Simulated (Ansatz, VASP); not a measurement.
Two plane-wave programs on Ga2O3

```
Ga O
1.0
     2.49226    1.43891    4.34622
    -2.49226    1.43891    4.34622
     0.00000   -2.87782    4.34622
Ga O
4 6
Direct
  0.85665 0.85665 0.85665
  0.64335 0.64335 0.64335
  0.14335 0.14335 0.14335
  0.35665 0.35665 0.35665
  0.75000 0.44682 0.05318
  0.44682 0.05318 0.75000
  0.05318 0.75000 0.44682
  0.25000 0.55318 0.94682
  0.94682 0.25000 0.55318
  0.55318 0.94682 0.25000
```

Change from the starting cell: uniaxial_z strain -3.0%.

Alike in both runs: task single point; functional PBE; k mesh 6 × 6 × 6; occupations fermi-dirac, width 0.02 eV; no spin polarisation.

|  | VASP | Ansatz |
| --- | --- | --- |
| version | VASP 6.6.1 | Ansatz 0.2.0 |
| potentials or method | VASP PAW PBE potentials, release 64 (Ga_d, O) | plane waves, PAW |
| plane-wave cutoff (eV) | 520 | 420 |
| valence electrons in the cell | 88 | 88 |

Ansatz gave:

* gap on the k mesh at the Fermi level (eV): 3.10
* pressure (GPa): 16.6
* traceless stress, the component that is largest in VASP (GPa): 3.55
* rms of the force components (eV/Å): 0.030

Task: What did VASP give for the same quantities?

Result: gap on the k mesh at the Fermi level (eV): 3.10; pressure (GPa): 17.7; traceless stress, the component that is largest in VASP (GPa): 3.45; rms of the force components (eV/Å): 0.039.

Atom by atom the forces differ by 0.011 eV/Å (rms over components).
